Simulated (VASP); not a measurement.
# Hf2N (P4_2/mnm) in VASP: a series of runs, part 2 of 2

VASP 6.6.1. The steps go on from the part before.

## (5) Relaxation of cell and atoms, PBEsol

This run uses another cell than the first one, of 15.25 Å³/atom, 1.012 times its volume.

Input file INCAR:

```
SYSTEM = Hf2N
PREC = Accurate ; ENCUT = 600
EDIFF = 1E-6 ; ISMEAR = 0
SIGMA = 0.1 ; LREAL = .FALSE.
LASPH = .TRUE. ; NELM = 80
ALGO = Normal ; ISIF = 3
LWAVE = .FALSE. ; LCHARG = .FALSE.
GGA = PS ; IBRION = 2
NSW = 80 ; EDIFFG = -0.01
```

Input file KPOINTS:

```
regular mesh
0
G
  4 4 4
  0 0 0
```

Input file POSCAR:

```
Hf2N
1.0
    5.3131240200      0.0000000000      0.0000000000
    0.0000000000      5.3131240200      0.0000000000
    0.0000000000      0.0000000000      3.2420983900
Hf N
4 2
Direct
    0.2955363700      0.2955363700      0.0000000000
    0.7044636300      0.7044636300      0.0000000000
    0.7955363700      0.2044636300      0.5000000000
    0.2044636300      0.7955363700      0.5000000000
    0.0000000000      0.0000000000      0.0000000000
    0.5000000000      0.5000000000      0.5000000000
```

Potentials or basis: VASP PAW PBE potentials, release 64 (Hf_pv, N).

Run with:

```
cat potpaw_PBE.64/Hf_pv/POTCAR potpaw_PBE.64/N/POTCAR > POTCAR
mpirun -np 1 vasp_std > vasp.out
```

OUTCAR:

```text
SYSTEM = Hf2N
   PREC = Accurate
   ENCUT = 600
   EDIFF = 1E-6
   ISMEAR = 0
   LREAL = .FALSE.
   LASPH = .TRUE.
   NELM = 80
   ISIF = 3
   GGA = PS
   IBRION = 2
   NSW = 80
   EDIFFG = -0.01

 ion  position               nearest neighbor table
   1  0.296  0.296  0.000-   5 2.22   6 2.23   6 2.23   2 3.07   4 3.15   3 3.15   4 3.15   3 3.15
                             4 3.15   4 3.15   3 3.15   3 3.15   2 3.82   2 3.82
   2  0.704  0.704  0.000-   5 2.22   6 2.23   6 2.23   1 3.07   4 3.15   3 3.15   4 3.15   3 3.15
                             3 3.15   3 3.15   4 3.15   4 3.15   1 3.82   1 3.82
   3  0.796  0.204  0.500-   6 2.22   5 2.23   5 2.23   4 3.07   1 3.15   1 3.15   2 3.15   2 3.15
                             2 3.15   2 3.15   1 3.15   1 3.15   4 3.82   4 3.82
   4  0.204  0.796  0.500-   6 2.22   5 2.23   5 2.23   3 3.07   1 3.15   1 3.15   2 3.15   2 3.15
                             1 3.15   1 3.15   2 3.15   2 3.15   3 3.82   3 3.82
   5  0.000  0.000  0.000-   1 2.22   2 2.22   3 2.23   4 2.23   3 2.23   4 2.23
   6  0.500  0.500  0.500-   3 2.22   4 2.22   1 2.23   2 2.23   1 2.23   2 2.23

  LATTYP: Found a simple tetragonal cell.
 ALAT       =     5.3131240200
 C/A-ratio  =     0.6102056677

  Lattice vectors:

 A1 = (   5.3131240200,   0.0000000000,   0.0000000000)
[... 172 lines left out ...]

 number of electron      50.0000007 magnetization

 Free energy of the ion-electron system (eV)
  ---------------------------------------------------
  ext. energy  EPLUGINS =         0.00000000
  ---------------------------------------------------
  free energy    TOTEN  =       -67.42942333 eV

  energy without entropy =      -67.39920893  energy(sigma->0) =      -67.41431613

------------------------ aborting loop because EDIFF is reached ----------------------------------------

  FORCE on cell =-STRESS in cart. coord.  units (eV):
  Direction    XX          YY          ZZ          XY          YZ          ZX
  --------------------------------------------------------------------------------------
  -------------------------------------------------------------------------------------
  Total       -1.9340233     -1.9340233     -1.6947472      0.0000000      0.0000000      0.0000000
  in kB      -33.8568215    -33.8568215    -29.6680778      0.0000000      0.0000000      0.0000000
  external PRESSURE =     -32.4605736 kB  Pullay stress =       0.0000000 kB
[... 227 lines left out ...]
--------------------------------------- Ionic step        7  -------------------------------------------

 number of electron      50.0000004 magnetization

 Free energy of the ion-electron system (eV)
  ---------------------------------------------------
  ext. energy  EPLUGINS =         0.00000000
  ---------------------------------------------------
  free energy    TOTEN  =       -67.44641287 eV

  energy without entropy =      -67.41779245  energy(sigma->0) =      -67.43210266

 E-fermi :   5.9308     XC(G=0): -12.1768

 val. band max:        5.9113622445   @ k =   0.5000   0.0000   0.2500
 cond. band min:       5.9636707739   @ k =   0.5000   0.5000   0.2500
 fundamental gap:      0.0523085294
 Fermi energy:         5.9308347825

 k-point     1 :       0.0000    0.0000    0.0000
  band No.  band energies     occupation
      1     -25.2295      2.00000
      2     -24.6989      2.00000
      3     -24.6299      2.00000
      4     -24.6299      2.00000
      5     -24.4001      2.00000
      6     -24.2547      2.00000
[... 616 lines left out ...]
  FREE ENERGIE OF THE ION-ELECTRON SYSTEM (eV)
  ---------------------------------------------------
  free  energy   TOTEN  =       -67.4464128722 eV

  energy  without entropy=      -67.4177924530  energy(sigma->0) =      -67.43210266

 reached required accuracy - stopping structural energy minimisation
```

OSZICAR:

```text
N       E                     dE             d eps       ncg     rms          rms(c)
DAV:   1     0.247116979646E+03    0.24712E+03   -0.30403E+04  1080   0.182E+03
DAV:   2    -0.559412874514E+02   -0.30306E+03   -0.29497E+03  1338   0.417E+02
DAV:   3    -0.737221251224E+02   -0.17781E+02   -0.17134E+02  1344   0.736E+01
DAV:   4    -0.741274789907E+02   -0.40535E+00   -0.39850E+00  1324   0.116E+01
[... 56 lines left out ...]
DAV:   1    -0.674466541190E+02   -0.30654E-03   -0.23733E-02  1080   0.995E-01    0.317E-01
DAV:   2    -0.674464946856E+02    0.15943E-03   -0.86018E-04  1278   0.182E-01    0.927E-02
DAV:   3    -0.674464248185E+02    0.69867E-04   -0.93687E-05  1242   0.595E-02    0.381E-02
DAV:   4    -0.674464135799E+02    0.11239E-04   -0.27792E-05  1378   0.306E-02    0.292E-02
DAV:   5    -0.674464128722E+02    0.70773E-06   -0.47306E-06  1062   0.106E-02
   7 F= -.67446413E+02 E0= -.67432103E+02  d E =-.653414E-04
```

Run time: 2.2 min. Hardware: 1 thread of AMD EPYC 9R45 (Zen 5), shared host; peak memory 0.22 GiB.

What came out:

```
Free energy                            : -67.4464 eV
Relaxed volume                         : 15.03 Å³/atom
Relaxed cell                           : a = 5.284 Å, b = 5.284 Å, c = 3.229 Å, α = 90.00°, β = 90.00°, γ = 90.00°
Space group after relaxing (to 0.05 Å) : P4_2/mnm (No. 136)
Energy gained by relaxing              : 2.8 meV/atom
Ionic steps                            : 7
Pressure after relaxing                : -0.1 GPa
Band gap on the k mesh                 : zero (band 25 reaches 7.37 eV, above the bottom of band 26 at 4.64 eV)
```

Forces on the atoms (eV/Å):
```
Hf   0.002  0.002  0.000
Hf  -0.002 -0.002  0.000
Hf   0.002 -0.002  0.000
Hf  -0.002  0.002  0.000
N    0.000  0.000  0.000
N    0.000  0.000  0.000
```

The path:
```tsv
step	energy change (eV)	largest force (eV/Å)	pressure (GPa)	volume (Å³)
1	0.0000	0.1492	-3.25	91.52
2	0.0358	0.0633	6.60	87.49
3	-0.0160	0.0814	0.07	90.06
4	-0.0160	0.0799	0.13	90.03
5	-0.0169	0.0280	0.07	90.08
6	-0.0169	0.0106	0.06	90.09
7	-0.0170	0.0029	-0.08	90.16
```

Final structure:
```yaml
crystal:
  lattice:
    - [5.28399, 0.00000, 0.00000]
    - [0.00000, 5.28399, 0.00000]
    - [0.00000, 0.00000, 3.22918]
  atoms:
    - { symbol: Hf, position: [0.29661, 0.29661, 0.00000] }
    - { symbol: Hf, position: [0.70339, 0.70339, 0.00000] }
    - { symbol: Hf, position: [0.79661, 0.20339, 0.50000] }
    - { symbol: Hf, position: [0.20339, 0.79661, 0.50000] }
    - { symbol: N, position: [0.00000, 0.00000, 0.00000] }
    - { symbol: N, position: [0.50000, 0.50000, 0.50000] }
```

Levels at points of the mesh, in eV from the Fermi level:
```csv
k point,band 23,band 24,band 25,band 26,band 27,band 28
"(0.00, 0.00, 0.00)",-0.13,0.83,1.02,1.13,1.13,1.51
"(0.50, 0.00, 0.00)",-1.09,-1.09,1.44,1.44,1.84,1.84
"(0.50, 0.50, 0.00)",-1.43,-1.43,1.10,1.10,1.54,1.54
"(0.00, 0.00, 0.50)",-1.31,-1.31,-1.29,-1.29,2.22,2.22
"(0.50, 0.00, 0.50)",-1.20,-1.20,-0.98,-0.98,1.79,1.79
"(0.50, 0.50, 0.50)",-0.87,-0.87,-0.59,-0.59,1.24,1.24
```

Caveat: the k points lie up to 0.49 Å⁻¹ apart in the final cell; the PAW data sets were made with another functional, which shifts forces and pressure a little; spin-orbit coupling is left out, which moves the levels of the heavy elements.

## (6) Summary

| task | cell | k mesh | cutoff (eV) | gap on the mesh (eV) | pressure (GPa) | relaxed volume (Å³/atom) |
| --- | --- | --- | --- | --- | --- | --- |
| single point | a = 5.297, b = 5.297, c = 3.225 Å, 6 atoms | 4 × 4 × 6 | 520 | none | -1.0 | - |
| relaxation of cell and atoms | relaxed from a = 5.313, b = 5.313, c = 3.242 Å, 6 atoms | 2 × 2 × 4 | 600 | none | 0.0 | 14.96 |
| single point | a = 5.297, b = 5.297, c = 3.227 Å, 6 atoms | 4 × 4 × 8 | 520 | none | -1.0 | - |
| relaxation of cell and atoms | relaxed from a = 5.313, b = 5.313, c = 3.242 Å, 6 atoms | 4 × 4 × 4 | 600 | none | -0.1 | 15.03 |

Alike in all rows: level PBEsol; potentials or basis VASP PAW PBE potentials, release 64 (Hf_pv, N); no spin polarisation; smearing gaussian 0.1 eV.

Caveats: some runs use coarse meshes; the PAW data sets were made with another functional, which shifts forces and pressure a little; spin-orbit coupling is left out, which moves the levels of the heavy elements.

Absolute energies hang on the potentials; compare differences alone.
